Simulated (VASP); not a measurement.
Set up this calculation in VASP 6.6.1, as the native input.

```
Task                   : relaxation of cell and atoms
Functional             : PBE
Potentials or basis    : VASP PAW PBE potentials, release 64 (C)
Cutoff                 : 600 eV
k mesh                 : 6 × 6 × 8
Occupations            : gaussian, width 0.1 eV
Spin                   : no spin polarisation
Dipole correction      : no
Further INCAR settings : ALGO = Normal; EDIFF = 1e-06; IBRION = 2; EDIFFG = -0.04; NSW = 90; ISIF = 3
```

The structure of C lies in POSCAR:

```
C
1.0
    3.8753117800      0.0000000000      0.0000000000
   -1.9376558900      3.3561184500      0.0000000000
    0.0000000000      0.0000000000      2.4590789300
C
6
Direct
    0.3127746600      0.0000000000      0.5000000000
    0.0000000000      0.3127746600      0.8333333300
    0.6872253400      0.6872253400      0.1666666700
    0.6872253400      0.0000000000      0.5000000000
    0.0000000000      0.6872253400      0.8333333300
    0.3127746600      0.3127746600      0.1666666700
```

These files were run (other wordings do the same):

INCAR

```
SYSTEM = C
  PREC = Accurate
  ENCUT = 600
  EDIFF = 1E-6
  ISMEAR = 0
  SIGMA = 0.1
  LREAL = .False.
  LASPH = .True.
  NELM = 80
  ALGO = Normal
  ISIF = 3
  LWAVE = .False.
  LCHARG = .False.
  GGA = PE
  IBRION = 2
  NSW = 90
  EDIFFG = -0.04
```

KPOINTS

```
regular mesh
0
Gamma
  6 6 8
  0 0 0
```

Potentials or basis: VASP PAW PBE potentials, release 64 (C).

Run with:

```console
$ cat potpaw_PBE.64/C/POTCAR > POTCAR
$ mpirun -np 1 vasp_std > vasp.out
```

Results of the run:

| Item | Value |
| --- | --- |
| Relaxed volume | 5.99 Å³/atom |
| Relaxed cell | a = 4.075 Å, b = 4.075 Å, c = 2.501 Å, α = 90.00°, β = 90.00°, γ = 120.00° |
| Space group after relaxing (to 0.05 Å) | P6_422 (No. 181) |
| Energy gained by relaxing | 137.3 meV/atom |
| Ionic steps | 9 |
| Pressure after relaxing | 0.2 GPa |
| Largest force after relaxing | 0.014 eV/Å |
| Band gap on the k mesh | zero (band 12 reaches 11.17 eV, above the bottom of band 13 at 6.91 eV) |

Wall time 92 s on 1 thread of Intel(R) Xeon(R) Platinum 8259CL CPU @ 2.50GHz (Skylake/Cascade Lake) (shared host), peak memory 0.15 GiB.
